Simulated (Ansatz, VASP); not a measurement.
## One calculation of ZrN, two programs

```xyz
2
Lattice="0.0000 2.2994 2.2994 2.2994 0.0000 2.2994 2.2994 2.2994 0.0000" Properties=species:S:1:pos:R:3 pbc="T T T"
Zr    0.0000    0.0000    0.0000
N     2.2994    2.2994    2.2994
```

Change from the starting cell: volume scaled by 1.02, crystal datasets.

Alike in both runs: task electric field gradients; functional PBEsol; k mesh 9 × 9 × 9; occupations fermi-dirac, width 0.01 eV; no spin polarisation.

|  | VASP | Ansatz |
| --- | --- | --- |
| version | VASP 6.6.1 | Ansatz 0.2.0 |
| potentials or method | VASP PAW PBE potentials, release 64 (Zr_sv, N), cutoff 520 eV | all-electron PAW with datasets made for the crystal, scalar-relativistic |

|  | VASP | Ansatz | Ansatz less VASP |
| --- | --- | --- | --- |
| pressure (GPa) | -7.3 | -7.6 | -0.31 |

VASP's potentials were made for PBE, not for PBEsol. Ansatz ran all-electron here, and VASP with PAW potentials.
